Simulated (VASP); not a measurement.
Sc7VN8: single point with PBEsol

The system is Sc7VN8.

```
Sc V N
1.0
    -4.40405    4.40405    0.00000
    -4.40405    0.00000    4.40405
     0.00000    4.40405    4.40405
Sc V N
7 1 8
Direct
  0.00000 0.00000 0.00000
  0.50000 0.00000 0.00000
  0.00000 0.50000 0.00000
  0.00000 0.00000 0.50000
  0.50000 0.50000 0.00000
  0.50000 0.00000 0.50000
  0.00000 0.50000 0.50000
  0.50000 0.50000 0.50000
  0.75000 0.75000 0.75000
  0.25783 0.74217 0.74217
  0.74217 0.25783 0.74217
  0.74217 0.74217 0.25783
  0.25783 0.25783 0.74217
  0.25783 0.74217 0.25783
  0.74217 0.25783 0.25783
  0.25000 0.25000 0.25000
```

| Property | Result |
| --- | --- |
| Program | VASP 6.6.1 |
| Task | single point |
| Functional | PBEsol |
| Potentials or basis | VASP PAW PBE potentials, release 64 (Sc_sv, V_sv, N) |
| Cutoff | 520 eV |
| k mesh | 8 × 8 × 8 |
| Occupations | gaussian, width 0.1 eV |
| Spin | no spin polarisation |

- Pressure: 1.0 GPa
- Largest force: 0.012 eV/Å
- Band gap on the k mesh: zero (bands 65 and 66 overlap by 1.20 eV)

Forces on the atoms (eV/Å):
```
Sc   0.000  0.000  0.000
Sc   0.000  0.000  0.000
Sc   0.000  0.000  0.000
Sc   0.000  0.000  0.000
Sc   0.000  0.000  0.000
Sc   0.000  0.000  0.000
Sc   0.000  0.000  0.000
V    0.000  0.000  0.000
N    0.000  0.000  0.000
N    0.000  0.000 -0.012
N    0.000 -0.012  0.000
N    0.012  0.000  0.000
N   -0.012  0.000  0.000
N    0.000  0.012  0.000
N    0.000  0.000  0.012
N    0.000  0.000  0.000
```

Levels at points of the mesh, in eV from the Fermi level:
```
           k point  band 63  band 64  band 65  band 66  band 67  band 68
(0.00, 0.00, 0.00)    -1.38    -1.38    -0.81    -0.81    -0.81     0.84
(0.50, 0.00, 0.00)    -2.54    -2.54     0.13     0.33     0.33     1.48
(0.50, 0.50, 0.00)    -1.73    -1.73    -0.77     0.22     0.76     0.76
```

Run time: 27 min on 1 thread of Intel(R) Xeon(R) Platinum 8259CL CPU @ 2.50GHz (Skylake/Cascade Lake), with other jobs on the host, peak memory 0.47 GiB.

Caveat: the PAW data sets were made with another functional, which shifts forces and pressure a little; the run has no spin polarisation, though such a crystal can be magnetic. With open d or f shells a metallic result of PBEsol can be an artefact of self-interaction; +U or a hybrid may open a gap.
